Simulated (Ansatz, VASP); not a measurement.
# WSe2 in VASP and in Ansatz

File INCAR:

```
PREC = Accurate
ENCUT = 520
EDIFF = 1E-7
ISMEAR = 0
SIGMA = 0.05
LREAL = F
LASPH = T
NELM = 80
ALGO = Normal
ISIF = 2
LWAVE = F
LCHARG = T
GGA = PS
LELF = T
LVHAR = T
NBANDS = 20
```

The input KPOINTS:

```
regular mesh
0
Gamma
  9 9 2
```

Contents of POSCAR:

```
WSe2
1.0
    3.3137062657      0.0000000000      0.0000000000
   -1.6568531328      2.8697538067      0.0000000000
    0.0000000000      0.0000000000     16.6611439352
W Se
1 2
Direct
    0.0000000000      0.0000000000     -0.0030938842
    0.3333333333      0.6666666667      0.1040002956
    0.3333333333      0.6666666667      0.9032020910
```

Input for Ansatz:

```yaml
crystal:
  lattice:
    - [3.3137062657, 0.0, 0.0]
    - [-1.6568531328, 2.8697538067, 0.0]
    - [0.0, 0.0, 16.6611439352]
  atoms:
    - { symbol: W, position: [0.0, 0.0, -0.0030938842] }
    - { symbol: Se, position: [0.3333333333, 0.6666666667, 0.1040002956] }
    - { symbol: Se, position: [0.3333333333, 0.6666666667, 0.903202091] }
basis:
  ecutwfc: 420
kpoints:
  mp_grid: { grid: [9, 9, 2] }
hamiltonian:
  xc: pbesol
  pseudopotentials: { kind: paw, azcp: { folder: soft_1 } }
scf:
  occupations: { method: gaussian, width: 0.05 }
output:
  forces: true
  stress: true
  eigenvalues: true
```

Change from the starting cell: mode 9 frozen in at -0.060 Å, equal normal strain along x and y +0.0133.

Alike in both runs: task single point; functional PBEsol; k mesh 9 × 9 × 2; occupations gaussian, width 0.05 eV; no spin polarisation.

|  | VASP | Ansatz |
| --- | --- | --- |
| version | VASP 6.6.1 | Ansatz 0.2.0 |
| potentials or method | VASP PAW PBE potentials, release 64 (W_sv, Se), cutoff 520 eV | scalar-relativistic, plane waves, PAW |
| valence electrons in the cell | 26 | 46 |

|  | VASP | Ansatz | Ansatz less VASP |
| --- | --- | --- | --- |
| gap on the k mesh at the Fermi level (eV) | 1.56 | 1.56 | +0.004 |
| least direct gap on the mesh (eV) | 1.56 | 1.56 | +0.004 |
| rms of the force components (eV/Å) | 1.274 | 1.265 | -0.0091 |

VASP's potentials were made for PBE, not for PBEsol, and Ansatz warns of the same on its side. Atom by atom the forces differ by 0.029 eV/Å (rms over components). VASP's potentials hold 26 valence electrons a cell and Ansatz's 46, so a difference there can come from the potentials and not from the codes.

Spin-orbit coupling is off throughout.
